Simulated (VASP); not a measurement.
# LiF (Fm-3m) in VASP: further runs

LiF is run at these levels: HSE06, PBE0; tasks: single point.

Program: VASP 6.6.1. These are calculated values, not measurements. Logs are shortened: lines on timing, memory, paths and dates and some standing lists are left out, and cuts for length are marked.

### 1 The cell of the first run

It takes space group Fm-3m (No. 225, cubic). The conventional cell has a = 3.990 Å, b = 3.990 Å, c = 3.990 Å, α = 90.00°, β = 90.00°, γ = 90.00°. Li (site symmetry m-3m) has 6 F at 2.00 Å within 2.6 Å. Within 2.6 Å of F (site symmetry m-3m) lie 6 Li at 2.00 Å.

### 2 Single point, HSE06

Contents of POSCAR:

```
LiF
1.0
    0.0000000000      1.9951010522      1.9951010522
    1.9951010522      0.0000000000      1.9951010522
    1.9951010522      1.9951010522      0.0000000000
Li F
1 1
Direct
    0.0000000000      0.0000000000      0.0000000000
    0.5000000000      0.5000000000      0.5000000000
```

Contents of INCAR.step1:

```
SYSTEM = LiF
  PREC = Accurate
  ENCUT = 520
  EDIFF = 1E-5
  ISMEAR = 0
  SIGMA = 0.01
  LREAL = .FALSE.
  LASPH = .TRUE.
  NELM = 80
  ALGO = Normal
  ISIF = 2
  LWAVE = .TRUE.
  LCHARG = .FALSE.
  GGA = PE
  NBANDS = 12
```

Contents of INCAR.step2:

```
SYSTEM = LiF
  PREC = Accurate
  ENCUT = 520
  EDIFF = 1E-7
  ISMEAR = 0
  SIGMA = 0.01
  LREAL = .FALSE.
  LASPH = .TRUE.
  NELM = 80
  ALGO = Normal
  ISIF = 2
  LWAVE = .FALSE.
  LCHARG = .FALSE.
  GGA = PE
  LHFCALC = .TRUE.
  HFSCREEN = 0.2079
  PRECFOCK = Normal
  ISTART = 1
  NBANDS = 12
```

Contents of KPOINTS:

```
Automatic mesh
0
G
  8 8 8
  0 0 0
```

Potentials or basis: VASP PAW PBE potentials, release 64 (Li_sv, F).

Command:

```console
$ cat potpaw_PBE.64/Li_sv/POTCAR potpaw_PBE.64/F/POTCAR > POTCAR
$ cp INCAR.step1 INCAR
$ mpirun -np 1 vasp_std > vasp.out
$ cp INCAR.step2 INCAR
$ mpirun -np 1 vasp_std > vasp.out
```

OUTCAR:

```text
SYSTEM = LiF
   PREC = Accurate
   ENCUT = 520
   EDIFF = 1E-7
   ISMEAR = 0
   LREAL = .FALSE.
   LASPH = .TRUE.
   NELM = 80
   ISIF = 2
   GGA = PE
   LHFCALC = .TRUE.
   HFSCREEN = 0.2079
   PRECFOCK = Normal
   ISTART = 1

 ion  position               nearest neighbor table
   1  0.000  0.000  0.000-   2 2.00   2 2.00   2 2.00   2 2.00   2 2.00   2 2.00
   2  0.500  0.500  0.500-   1 2.00   1 2.00   1 2.00   1 2.00   1 2.00   1 2.00

  LATTYP: Found a face centered cubic cell.
 ALAT       =     3.9902021044

  Lattice vectors:

 A1 = (   0.0000000000,   1.9951010522,   1.9951010522)
 A2 = (   1.9951010522,   0.0000000000,   1.9951010522)
 A3 = (   1.9951010522,   1.9951010522,   0.0000000000)

Analysis of symmetry for initial positions (statically):
=====================================================================
 Subroutine PRICEL returns:
 Original cell was already a primitive cell.

 Routine SETGRP: Setting up the symmetry group for a
 face centered cubic supercell.

 Subroutine GETGRP returns: Found 48 space group operations
 (whereof 48 operations were pure point group operations)
 out of a pool of 48 trial point group operations.

The static configuration has the point symmetry O_h .

Analysis of symmetry for dynamics (positions and initial velocities):
=====================================================================
 Subroutine PRICEL returns:
 Original cell was already a primitive cell.

 Routine SETGRP: Setting up the symmetry group for a
 face centered cubic supercell.

 Subroutine GETGRP returns: Found 48 space group operations
 (whereof 48 operations were pure point group operations)
 out of a pool of 48 trial point group operations.

The dynamic configuration has the point symmetry O_h .

 Subroutine INISYM returns: Found 48 space group operations
 (whereof 48 operations are pure point group operations),
 and found     1 'primitive' translations

----------------------------------------------------------------------------------------

                                     Primitive cell

  volume of cell :      15.8827

  direct lattice vectors                    reciprocal lattice vectors
     0.000000000  1.995101052  1.995101052    -0.250613872  0.250613872  0.250613872
     1.995101052  0.000000000  1.995101052     0.250613872 -0.250613872  0.250613872
     1.995101052  1.995101052  0.000000000     0.250613872  0.250613872 -0.250613872

  length of vectors
     2.821498966  2.821498966  2.821498966     0.434075960  0.434075960  0.434075960

  position of ions in fractional coordinates (direct lattice)
     0.000000000  0.000000000  0.000000000
     0.500000000  0.500000000  0.500000000

  ion indices of the primitive-cell ions
   primitive index   ion index
                 1           1
                 2           2

----------------------------------------------------------------------------------------

 KPOINTS: Automatic mesh

Automatic generation of k-mesh.
 Grid dimensions read from file:
 generate k-points for:    8    8    8

 Generating k-lattice:

  Cartesian coordinates                     Fractional coordinates (reciprocal lattice)
    -0.031326734  0.031326734  0.031326734     0.125000000  0.000000000  0.000000000
     0.031326734 -0.031326734  0.031326734     0.000000000  0.125000000  0.000000000
     0.031326734  0.031326734 -0.031326734     0.000000000  0.000000000  0.125000000

  Length of vectors
     0.054259495  0.054259495  0.054259495

  Shift w.r.t. Gamma in fractional coordinates (k-lattice)
     0.000000000  0.000000000  0.000000000

 Subroutine IBZKPT returns following result:
 ===========================================

 Found     29 irreducible k-points:

 Following reciprocal coordinates:
            Coordinates               Weight
  0.000000  0.000000  0.000000      1.000000
  0.125000  0.000000  0.000000      8.000000
  0.250000  0.000000  0.000000      8.000000
  0.375000  0.000000  0.000000      8.000000
  0.500000  0.000000  0.000000      4.000000
  0.125000  0.125000  0.000000      6.000000
[... 16 lines left out ...]
  0.500000  0.250000  0.125000     48.000000
 -0.375000  0.250000  0.125000     24.000000
 [... further k-points ...]
   k-points           NKPTS =     29   k-points in BZ     NKDIM =    512   number of bands    NBANDS=     12
   number of dos      NEDOS =    301   number of ions     NIONS =      2
   total plane-waves  NPLWV =  13824
   dimension x,y,z NGX =    24 NGY =   24 NGZ =   24
   dimension x,y,z NGXF=    48 NGYF=   48 NGZF=   48
   ions per type =               1   1
   NGX,Y,Z   is equivalent  to a cutoff of  14.14, 14.14, 14.14 a.u.
   NGXF,Y,Z  is equivalent  to a cutoff of  28.28, 28.28, 28.28 a.u.
 SYSTEM =  LiF
   PREC   = accura    normal or accurate (medium, high low for compatibility)
   ISTART =      1    job   : 0-new  1-cont  2-samecut
   ICHARG =      0    charge: 1-file 2-atom 10-const
   ISPIN  =      1    spin polarized calculation?
   LNONCOLLINEAR =      F non collinear calculations
   LSORBIT =      F    spin-orbit coupling
   LASPH  =      T    aspherical Exc in radial PAW
   ENCUT  =  520.0 eV  38.22 Ry    6.18 a.u.   5.25  5.25  5.25*2*pi/ulx,y,z
   NELM   =     80;   NELMIN=  2; NELMDL=  0     # of ELM steps
   EDIFF  = 0.1E-06   stopping-criterion for ELM
   LREAL  =      F    real-space projection
   EDIFFG = 0.1E-05   stopping-criterion for IOM
   NSW    =      0    number of steps for IOM
   IBRION =     -1    ionic relax: 0-MD 1-quasi-New 2-CG
   NFREE  =      0    steps in history (QN), initial steepest desc. (CG)
   ISIF   =      2    stress and relaxation
   ISYM   =      3    0-nonsym 1-usesym 2-fastsym
   POTIM  = 0.5000    time-step for ionic-motion
   TEBEG  =    0.0;   TEEND  =   0.0 temperature during run
   PSTRESS=    0.0 pullay stress
   NELECT =      10.0000    total number of electrons
   NUPDOWN=      -1.0000    fix difference up-down
   EMIN   =  10.00;   EMAX   =-10.00  energy-range for DOS
   EFERMI =   0.00;   METHOD = LEGACY
   ISMEAR =     0;   SIGMA  =   0.01  broadening in eV -4-tet -1-fermi 0-gaus
   EFERMI_NEDOS =   21; number of points for ismear=-14 and -15
   IALGO  =     38    algorithm
   IMIX   =      1    mixing-type and parameters
     AMIX     =   0.40;   BMIX     =  1.00
     AMIX_MAG =   1.60;   BMIX_MAG =  1.00
  volume/ion in A,a.u.               =       7.94        53.59
  Fermi-wavevector in a.u.,A,eV,Ry     =   1.403137  2.651544 26.787043  1.968792
  Thomas-Fermi vector in A             =   2.525829
   LORBIT       =      0    0 simple, 1 ext, 2 COOP (PROOUT), +10 PAW based schemes
   GGA     = PE    functional components
   LHFCALC =     T    Hartree Fock is set to
   PRECFOCK=normal    Normal, Fast or Accurate (Low or Medium for compatibility)
   ENCUT4O =  -1.0   cutoff for four orbital integrals eV
   NKREDX  =     1    reduce k-point grid by
   NKREDY  =     1    reduce k-point grid by
   NKREDZ  =     1    reduce k-point grid by
   AEXX    =    0.2500 exact exchange contribution
   HFSCREEN=    0.2079 screening length (either q_TF or 0.3 A-1)
   HFSCREENC=   0.2079 screening length for correlation (either q_TF or 0.3 A-1)
   ENCUTFOCK=  -1.0 apply spherical cutoff to Coloumb kernel
   IVDW    =     0    specifies the selected vdW correction
   LEPSILON=     F    determine dielectric tensor
   LRPA    =     F    only Hartree local field effects (RPA)
 non-spin polarized calculation
 Gauss-broadening in eV      SIGMA  =   0.01
  energy-cutoff  :      520.00
  volume of cell :       15.88
 maximum number of plane-waves:       444
 NGX is ok and might be reduce to    24
  NGX = 16; NGY = 16; NGZ = 16

 number of electron       9.9999997 magnetization

 Free energy of the ion-electron system (eV)
  ---------------------------------------------------
  ext. energy  EPLUGINS =         0.00000000
  ---------------------------------------------------
  free energy    TOTEN  =       -11.38607723 eV

  energy without entropy =      -11.38607723  energy(sigma->0) =      -11.38607723

 E-fermi :  -2.4611     XC(G=0):  -8.2741

 val. band max:       -2.5633696573   @ k =   0.0000   0.0000   0.0000
 cond. band min:       9.1001564535   @ k =   0.0000   0.0000   0.0000
 fundamental gap:     11.6635261108
 Fermi energy:        -2.4610542055

 k-point     1 :       0.0000    0.0000    0.0000
  band No.  band energies     occupation
      1     -45.4717      2.00000
      2     -24.2192      2.00000
      3      -2.5634      2.00000
      4      -2.5634      2.00000
      5      -2.5634      2.00000
      6       9.1002      0.00000
      7      24.4305      0.00000
      8      24.4305      0.00000
      9      24.4305      0.00000
     10      24.5639      0.00000
     11      24.5639      0.00000
     12      24.5639      0.00000

 k-point     2 :       0.1250    0.0000    0.0000
  band No.  band energies     occupation
      1     -45.4619      2.00000
      2     -24.1537      2.00000
      3      -3.0290      2.00000
      4      -2.6030      2.00000
      5      -2.6030      2.00000
      6       9.5514      0.00000
      7      20.8049      0.00000
      8      22.6659      0.00000
      9      22.6659      0.00000
     10      25.9914      0.00000
     11      26.0014      0.00000
     12      26.0014      0.00000

 k-point     3 :       0.2500    0.0000    0.0000
  band No.  band energies     occupation
      1     -45.4381      2.00000
      2     -23.9892      2.00000
      3      -4.0454      2.00000
      4      -2.6961      2.00000
      5      -2.6961      2.00000
      6      10.3773      0.00000
      7      18.1676      0.00000
      8      20.8006      0.00000
      9      20.8007      0.00000
     10      27.4626      0.00000
     11      27.9359      0.00000
     12      27.9359      0.00000
[... 286 lines left out ...]
 k-point    23 :       0.5000    0.2500    0.1250
  band No.  band energies     occupation
      1     -45.4024      2.00000
      2     -23.6798      2.00000
      3      -4.8663      2.00000
      4      -3.7722      2.00000
      5      -3.0211      2.00000
      6      12.3742      0.00000
      7      16.1435      0.00000
      8      19.3378      0.00000
      9      19.9010      0.00000
     10      26.1054      0.00000
     11      30.9752      0.00000
     12      33.6107      0.00000

 k-point    24 :      -0.3750    0.2500    0.1250
  band No.  band energies     occupation
      1     -45.3947      2.00000
      2     -23.6115      2.00000
      3      -5.1014      2.00000
      4      -3.8920      2.00000
      5      -3.0973      2.00000
      6      12.5484      0.00000
      7      15.9999      0.00000
      8      19.2230      0.00000
      9      19.5701      0.00000
     10      28.0901      0.00000
     11      29.2323      0.00000
     12      35.0131      0.00000

 [... further k-points ...]

------------------------ aborting loop because EDIFF is reached ----------------------------------------

  FORCE on cell =-STRESS in cart. coord.  units (eV):
  Direction    XX          YY          ZZ          XY          YZ          ZX
  --------------------------------------------------------------------------------------
  -------------------------------------------------------------------------------------
  Total        0.1079851      0.1079851      0.1079851      0.0000000     -0.0000000      0.0000000
  in kB       10.8930608     10.8930608     10.8930608      0.0000000     -0.0000000      0.0000000
  external PRESSURE =      10.8930608 kB  Pullay stress =       0.0000000 kB

 VOLUME and BASIS-vectors are now :
 -----------------------------------------------------------------------------
  energy-cutoff  :      520.00
  volume of cell :       15.88
      direct lattice vectors                 reciprocal lattice vectors
     0.000000000  1.995101052  1.995101052    -0.250613872  0.250613872  0.250613872
     1.995101052  0.000000000  1.995101052     0.250613872 -0.250613872  0.250613872
     1.995101052  1.995101052  0.000000000     0.250613872  0.250613872 -0.250613872

 POSITION                                       TOTAL-FORCE (eV/Angst)
 -----------------------------------------------------------------------------------
      0.00000      0.00000      0.00000        -0.000000     -0.000000      0.000000
      1.99510      1.99510      1.99510         0.000000      0.000000     -0.000000
 -----------------------------------------------------------------------------------
    total drift:                                0.000000      0.000000      0.000000

  FREE ENERGIE OF THE ION-ELECTRON SYSTEM (eV)
  ---------------------------------------------------
  free  energy   TOTEN  =       -11.3860772310 eV

  energy  without entropy=      -11.3860772310  energy(sigma->0) =      -11.38607723
```

Wall time 15 min (1 thread of Intel Xeon Platinum 8259CL at 2.50GHz (Skylake/Cascade Lake), shared host); peak memory 0.24 GiB.

Results:

| Item | Value |
| --- | --- |
| Free energy | -11.3861 eV |
| Band gap on the k mesh | 11.66 eV |

Caveat: the cutoff is under 1.25 times the usual one of these potentials, so pressure, stress and relaxed cells hold a basis-set (Pulay) error; the PAW data sets were made with another functional, which shifts forces and pressure a little. A k mesh can miss the band edges.

(Continued in part 2 of 2.)
